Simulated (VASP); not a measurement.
# TiN (Osbornite) (Fm-3m) in VASP: notebook

The runs below take TiN (Osbornite) through single point, with PBE+D3(BJ).

Program: VASP 6.6.1. These are calculated values, not measurements. Logs are shortened: lines on timing, memory, paths and dates and some standing lists are left out, and cuts for length are marked.

### 1 The cell of the first run

Symmetry: Fm-3m, No. 225, cubic system. Conventional cell: a = 4.238 Å, b = 4.238 Å, c = 4.238 Å, α = 90.00°, β = 90.00°, γ = 90.00°. Within 2.8 Å of Ti (site symmetry m-3m) lie 6 N at 2.12 Å. Within 2.8 Å of N (site symmetry m-3m) lie 6 Ti at 2.12 Å.

### 2 Single point, PBE+D3(BJ)

INCAR

```
PREC     = Accurate       # precision mode
ENCUT    = 520            # plane-wave cutoff, eV
EDIFF    = 1E-7           # SCF threshold, eV
ISMEAR   = 1              # smearing method
SIGMA    = 0.3            # smearing width, eV
LREAL    = False          # projectors in reciprocal space
LASPH    = True           # aspherical terms in the spheres
NELM     = 60             # most SCF steps
ALGO     = Normal         # electronic algorithm
ISIF     = 2              # what is computed and relaxed
LWAVE    = False          # write WAVECAR
LCHARG   = False          # write CHGCAR
GGA      = PE             # functional
IVDW     = 12             # dispersion correction
NBANDS   = 16             # bands
```

KPOINTS

```
regular mesh
0
Gamma
  9 9 9
```

POSCAR

```
TiN
1.0
    2.9967190000      0.0000000000      0.0000000000
    1.4983595000      2.5952347820      0.0000000000
    1.4983595000      0.8650782607      2.4468108175
Ti N
1 1
Direct
    0.0000000000      0.0000000000      0.0000000000
    0.5000000000      0.5000000000      0.5000000000
```

Potentials or basis: VASP PAW PBE potentials, release 64 (Ti_sv, N).

Run with:

```sh
cat potpaw_PBE.64/Ti_sv/POTCAR potpaw_PBE.64/N/POTCAR > POTCAR
mpirun -np 1 vasp_std > vasp.out
```

OUTCAR:

```text
PREC = Accurate
   ENCUT = 520
   EDIFF = 1E-7
   ISMEAR = 1
   LREAL = False
   LASPH = True
   NELM = 60
   ISIF = 2
   GGA = PE
   IVDW = 12
 IVDW          = 12

 ion  position               nearest neighbor table
   1  0.000  0.000  0.000-   2 2.12   2 2.12   2 2.12   2 2.12   2 2.12   2 2.12
   2  0.500  0.500  0.500-   1 2.12   1 2.12   1 2.12   1 2.12   1 2.12   1 2.12

  LATTYP: Found a face centered cubic cell.
 ALAT       =     4.2380006524

  Lattice vectors:

 A1 = (   2.9967190000,   0.0000000000,   0.0000000000)
 A2 = (   1.4983595000,   2.5952347820,   0.0000000000)
 A3 = (   1.4983595000,   0.8650782607,   2.4468108175)

Analysis of symmetry for initial positions (statically):
=====================================================================
 Subroutine PRICEL returns:
 Original cell was already a primitive cell.

 Routine SETGRP: Setting up the symmetry group for a
 face centered cubic supercell.

 Subroutine GETGRP returns: Found 48 space group operations
 (whereof 48 operations were pure point group operations)
 out of a pool of 48 trial point group operations.

The static configuration has the point symmetry O_h .

Analysis of symmetry for dynamics (positions and initial velocities):
=====================================================================
 Subroutine PRICEL returns:
 Original cell was already a primitive cell.

 Routine SETGRP: Setting up the symmetry group for a
 face centered cubic supercell.

 Subroutine GETGRP returns: Found 48 space group operations
 (whereof 48 operations were pure point group operations)
 out of a pool of 48 trial point group operations.

The dynamic configuration has the point symmetry O_h .

 Subroutine INISYM returns: Found 48 space group operations
 (whereof 48 operations are pure point group operations),
 and found     1 'primitive' translations

----------------------------------------------------------------------------------------

                                     Primitive cell

  volume of cell :      19.0293

  direct lattice vectors                    reciprocal lattice vectors
     2.996719000  0.000000000  0.000000000     0.333698288 -0.192660796 -0.136231756
     1.498359500  2.595234782  0.000000000     0.000000000  0.385321593 -0.136231756
     1.498359500  0.865078261  2.446810817     0.000000000  0.000000000  0.408695267

  length of vectors
     2.996719000  2.996719000  2.996719000     0.408695267  0.408695267  0.408695267

  position of ions in fractional coordinates (direct lattice)
     0.000000000  0.000000000  0.000000000
     0.500000000  0.500000000  0.500000000

  ion indices of the primitive-cell ions
   primitive index   ion index
                 1           1
                 2           2

----------------------------------------------------------------------------------------

 KPOINTS: regular mesh

Automatic generation of k-mesh.
 Grid dimensions read from file:
 generate k-points for:    9    9    9

 Generating k-lattice:

  Cartesian coordinates                     Fractional coordinates (reciprocal lattice)
     0.037077588 -0.021406755 -0.015136862     0.111111111  0.000000000  0.000000000
     0.000000000  0.042813510 -0.015136862     0.000000000  0.111111111  0.000000000
     0.000000000  0.000000000  0.045410585     0.000000000  0.000000000  0.111111111

  Length of vectors
     0.045410585  0.045410585  0.045410585

  Shift w.r.t. Gamma in fractional coordinates (k-lattice)
     0.000000000  0.000000000  0.000000000

 Subroutine IBZKPT returns following result:
 ===========================================

 Found     35 irreducible k-points:

 Following reciprocal coordinates:
            Coordinates               Weight
  0.000000  0.000000  0.000000      1.000000
  0.111111  0.000000  0.000000      8.000000
  0.222222 -0.000000  0.000000      8.000000
  0.333333 -0.000000 -0.000000      8.000000
  0.444444 -0.000000  0.000000      8.000000
  0.111111  0.111111  0.000000      6.000000
[... 16 lines left out ...]
 -0.333333  0.333333 -0.000000     12.000000
  0.444444  0.444444  0.000000      6.000000
 [... further k-points ...]
   k-points           NKPTS =     35   k-points in BZ     NKDIM =     35   number of bands    NBANDS=     16
   number of dos      NEDOS =    301   number of ions     NIONS =      2
   total plane-waves  NPLWV =  13824
   dimension x,y,z NGX =    24 NGY =   24 NGZ =   24
   dimension x,y,z NGXF=    48 NGYF=   48 NGZF=   48
   ions per type =               1   1
   NGX,Y,Z   is equivalent  to a cutoff of  13.31, 13.31, 13.31 a.u.
   NGXF,Y,Z  is equivalent  to a cutoff of  26.63, 26.63, 26.63 a.u.
 SYSTEM =  unknown system
   PREC   = accura    normal or accurate (medium, high low for compatibility)
   ISTART =      0    job   : 0-new  1-cont  2-samecut
   ICHARG =      2    charge: 1-file 2-atom 10-const
   ISPIN  =      1    spin polarized calculation?
   LNONCOLLINEAR =      F non collinear calculations
   LSORBIT =      F    spin-orbit coupling
   LASPH  =      T    aspherical Exc in radial PAW
   ENCUT  =  520.0 eV  38.22 Ry    6.18 a.u.   5.57  5.57  5.57*2*pi/ulx,y,z
   NELM   =     60;   NELMIN=  2; NELMDL= -5     # of ELM steps
   EDIFF  = 0.1E-06   stopping-criterion for ELM
   LREAL  =      F    real-space projection
   EDIFFG = 0.1E-05   stopping-criterion for IOM
   NSW    =      0    number of steps for IOM
   IBRION =     -1    ionic relax: 0-MD 1-quasi-New 2-CG
   NFREE  =      0    steps in history (QN), initial steepest desc. (CG)
   ISIF   =      2    stress and relaxation
   ISYM   =      2    0-nonsym 1-usesym 2-fastsym
   POTIM  = 0.5000    time-step for ionic-motion
   TEBEG  =    0.0;   TEEND  =   0.0 temperature during run
   PSTRESS=    0.0 pullay stress
   NELECT =      17.0000    total number of electrons
   NUPDOWN=      -1.0000    fix difference up-down
   EMIN   =  10.00;   EMAX   =-10.00  energy-range for DOS
   EFERMI =   0.00;   METHOD = LEGACY
   ISMEAR =     1;   SIGMA  =   0.30  broadening in eV -4-tet -1-fermi 0-gaus
   EFERMI_NEDOS =   21; number of points for ismear=-14 and -15
   IALGO  =     38    algorithm
   IMIX   =      4    mixing-type and parameters
     AMIX     =   0.40;   BMIX     =  1.00
     AMIX_MAG =   1.60;   BMIX_MAG =  1.00
  volume/ion in A,a.u.               =       9.51        64.21
  Fermi-wavevector in a.u.,A,eV,Ry     =   1.576704  2.979538 33.824014  2.485995
  Thomas-Fermi vector in A             =   2.677497
   LORBIT       =      0    0 simple, 1 ext, 2 COOP (PROOUT), +10 PAW based schemes
   GGA     = PE    functional components
   LHFCALC =     F    Hartree Fock is set to
   AEXX    =    0.0000 exact exchange contribution
   IVDW    =    12    specifies the selected vdW correction
   LEPSILON=     F    determine dielectric tensor
   LRPA    =     F    only Hartree local field effects (RPA)
 non-spin polarized calculation
 Methfessel and Paxton  Order N= 1 SIGMA  =   0.30
  energy-cutoff  :      520.00
  volume of cell :       19.03
 maximum number of plane-waves:       531
   NGX = 11   NGY = 11   NGZ = 11

 number of electron      17.0000001 magnetization

 Free energy of the ion-electron system (eV)
  ---------------------------------------------------
  ext. energy  EPLUGINS =         0.00000000
  ---------------------------------------------------
  free energy    TOTEN  =       -19.64113743 eV

  energy without entropy =      -19.64108771  energy(sigma->0) =      -19.64112086

 E-fermi :  11.4255     XC(G=0): -13.0353

 val. band max:       11.3773431696   @ k =   0.1111   0.0000   0.0000
 cond. band min:      11.4902307266   @ k =   0.4444   0.2222   0.1111
 fundamental gap:      0.1128875570
 Fermi energy:        11.4255270962

 k-point     1 :       0.0000    0.0000    0.0000
  band No.  band energies     occupation
      1     -46.3931      2.00000
      2     -22.3700      2.00000
      3     -22.3700      2.00000
      4     -22.3700      2.00000
      5      -5.6324      2.00000
      6       9.4396      2.00000
[... 8 lines left out ...]
     15      24.6650      0.00000
     16      31.2598      0.00000

 k-point     2 :       0.1111    0.0000    0.0000
  band No.  band energies     occupation
      1     -46.3817      2.00000
      2     -22.4495      2.00000
      3     -22.3767      2.00000
      4     -22.3767      2.00000
      5      -5.3946      2.00000
      6       8.2887      2.00000
[... 8 lines left out ...]
     15      24.7882      0.00000
     16      30.9011      0.00000

 k-point     3 :       0.2222   -0.0000    0.0000
  band No.  band energies     occupation
      1     -46.3529      2.00000
      2     -22.6462      2.00000
      3     -22.3934      2.00000
      4     -22.3934      2.00000
      5      -4.7533      2.00000
      6       6.3989      2.00000
[... 8 lines left out ...]
     15      24.5158      0.00000
     16      29.5292      0.00000

 k-point     4 :       0.3333   -0.0000   -0.0000
  band No.  band energies     occupation
      1     -46.3198      2.00000
      2     -22.8624      2.00000
      3     -22.4123      2.00000
      4     -22.4123      2.00000
      5      -3.9188      2.00000
      6       4.6568      2.00000
[... 8 lines left out ...]
     15      24.4432      0.00000
     16      27.6003      0.00000
[... 324 lines left out ...]
 k-point    22 :      -0.4444    0.3333    0.0000
  band No.  band energies     occupation
      1     -46.2684      2.00000
      2     -22.8469      2.00000
      3     -22.6699      2.00000
      4     -22.5288      2.00000
      5      -3.8483      2.00000
      6       5.4349      2.00000
[... 8 lines left out ...]
     15      23.8262      0.00000
     16      24.4313      0.00000

 k-point    23 :      -0.3333    0.3333   -0.0000
  band No.  band energies     occupation
      1     -46.2715      2.00000
      2     -22.7905      2.00000
      3     -22.7509      2.00000
      4     -22.4906      2.00000
      5      -3.6129      2.00000
      6       4.9567      2.00000
[... 8 lines left out ...]
     15      23.0349      0.00000
     16      24.7721      0.00000

 k-point    24 :       0.4444    0.4444    0.0000
  band No.  band energies     occupation
      1     -46.2678      2.00000
      2     -22.8940      2.00000
      3     -22.5702      2.00000
      4     -22.5702      2.00000
      5      -4.2089      2.00000
      6       5.5282      2.00000
[... 8 lines left out ...]
     15      23.5585      0.00000
     16      25.8893      0.00000

 [... further k-points ...]

------------------------ aborting loop because EDIFF is reached ----------------------------------------

 Edisp (eV)   -0.93868

 E8    (eV) :    -0.3962

  FORCE on cell =-STRESS in cart. coord.  units (eV):
  Direction    XX          YY          ZZ          XY          YZ          ZX
  --------------------------------------------------------------------------------------
  -------------------------------------------------------------------------------------
  Total      -0.72036    -0.72036    -0.72036    -0.00000    -0.00000     0.00000
  in kB     -60.65078   -60.65078   -60.65078    -0.00000    -0.00000     0.00000
  external pressure =      -60.65 kB  Pullay stress =        0.00 kB

 VOLUME and BASIS-vectors are now :
 -----------------------------------------------------------------------------
  energy-cutoff  :      520.00
  volume of cell :       19.03
      direct lattice vectors                 reciprocal lattice vectors
     2.996719000  0.000000000  0.000000000     0.333698288 -0.192660796 -0.136231756
     1.498359500  2.595234782  0.000000000     0.000000000  0.385321593 -0.136231756
     1.498359500  0.865078261  2.446810817     0.000000000  0.000000000  0.408695267

 POSITION                                       TOTAL-FORCE (eV/Angst)
 -----------------------------------------------------------------------------------
      0.00000      0.00000      0.00000        -0.000000      0.000000      0.000000
      2.99672      1.73016      1.22341         0.000000     -0.000000      0.000000
 -----------------------------------------------------------------------------------
    total drift:                               -0.000000      0.000000      0.000000

  FREE ENERGIE OF THE ION-ELECTRON SYSTEM (eV)
  ---------------------------------------------------
  free  energy   TOTEN  =       -20.5798177134 eV

  energy  without entropy=      -20.5797679964  energy(sigma->0) =      -20.57980114
```

It took 11 s on 1 thread of Intel Xeon 6975P-C, shared host; peak memory 0.15 GiB.

Results:

```
Free energy                : -20.5798 eV
Pressure                   : -6.1 GPa
Dispersion energy per atom : -0.469 eV
```

Caveat: three body term missing; pairwise dispersion overbinds metals, which lowers pressure and volume.

### 3 Single point, PBE+D3(BJ)

INCAR

```
SYSTEM = TiN
  ALGO = Normal
  EDIFF = 1E-6
  ENCUT = 520
  GGA = PE
  ISIF = 2
  ISMEAR = 1
  IVDW = 12
  LASPH = .True.
  LCHARG = .False.
  LREAL = .False.
  LWAVE = .False.
  NBANDS = 16
  NELM = 60
  PREC = Accurate
  SIGMA = 0.2
```

KPOINTS

```
k-points
0
Gamma
  9 9 9
  0 0 0
```

POSCAR is that of step 2.

Potentials or basis: VASP PAW PBE potentials, release 64 (Ti_sv, N).

Run with:

```sh
cat potpaw_PBE.64/Ti_sv/POTCAR potpaw_PBE.64/N/POTCAR > POTCAR
mpirun -np 1 vasp_std > vasp.out
```

Run time: 8.4 s. Hardware: 1 thread of Intel Xeon 6975P-C, shared host; peak memory 0.15 GiB.

It converged, with:

* Free energy: -20.5797 eV
* Pressure: -6.1 GPa
* Dispersion energy per atom: -0.469 eV

Levels at points of the mesh, in eV from the Fermi level:
```tsv
k point	band 7	band 8	band 9	band 10	band 11	band 12
(0.00, 0.00, 0.00)	-1.97	-1.97	-0.55	-0.55	-0.55	0.65
```

Caveat: three body term missing; pairwise dispersion overbinds metals, which lowers pressure and volume.

(Continued in part 2 of 2.)
